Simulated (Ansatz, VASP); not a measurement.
Two plane-wave programs on Sn

Contents of POSCAR:

```
Sn
1.0
   -1.6402120500      1.6867696500      2.3383420000
    1.6402120500     -1.6867696500      2.3383420000
    1.6402120500      1.6867696500     -2.3383420000
Sn
1
Direct
    0.0000000000      0.0000000000      0.0000000000
```

The input INCAR.step1:

```
ALGO = Normal ; EDIFF = 1E-4
ENCUT = 520 ; GGA = PE
ISMEAR = 0 ; LASPH = True
LCHARG = False ; LREAL = False
LWAVE = True ; NBANDS = 13
NELM = 100 ; PREC = Accurate
SIGMA = 0.15
```

File INCAR.step2:

```
ALGO = Normal ; EDIFF = 1E-7
ENCUT = 520 ; ISIF = 2
ISMEAR = 0 ; ISTART = 1
LASPH = True ; LCHARG = False
LMIXTAU = True ; LREAL = False
LWAVE = False ; METAGGA = R2SCAN
NBANDS = 13 ; NELM = 100
PREC = Accurate ; SIGMA = 0.15
```

File KPOINTS:

```
k-points
0
Gamma
  20 20 20
```

Input for Ansatz:

```yaml
crystal:
  lattice:
    - [-1.64021205, 1.68676965, 2.338342]
    - [1.64021205, -1.68676965, 2.338342]
    - [1.64021205, 1.68676965, -2.338342]
  atoms:
    - { symbol: Sn, position: [0.0, 0.0, 0.0] }
basis:
  ecutwfc: 500
kpoints:
  mp_grid: { grid: [20, 20, 20] }
hamiltonian:
  xc: r2scan
scf:
  occupations: { method: gaussian, width: 0.15 }
output:
  forces: true
  stress: true
  eigenvalues: true
```

Change from the starting cell: strain -0.0500 x Voigt [1, 1, 0, 0, 0, 0], atoms carried along.

Alike in both runs: task single point; functional r2SCAN; k mesh 20 × 20 × 20; occupations gaussian, width 0.15 eV; no spin polarisation.

|  | VASP | Ansatz |
| --- | --- | --- |
| version | VASP 6.6.1 | Ansatz 0.2.0 |
| potentials or method | VASP PAW PBE potentials, release 64 (Sn_d), cutoff 520 eV | scalar-relativistic, plane waves, PAW |
| valence electrons in the cell | 14 | 14 |

Ansatz gave:

```
gap on the k mesh at the Fermi level (eV)                     : none
pressure (GPa)                                                : 3.1
traceless stress, the component that is largest in VASP (GPa) : -0.50
```

**Question.** What did VASP give for the same quantities?

**Answer.** gap on the k mesh at the Fermi level (eV): none; pressure (GPa): 3.2; traceless stress, the component that is largest in VASP (GPa): -0.50.

VASP's potentials were made for PBE, not for r2SCAN. A gap of «none» marks a metal or a gap that the smearing closes. The functional is the same, so the differences come from potentials, cutoffs and numerics.
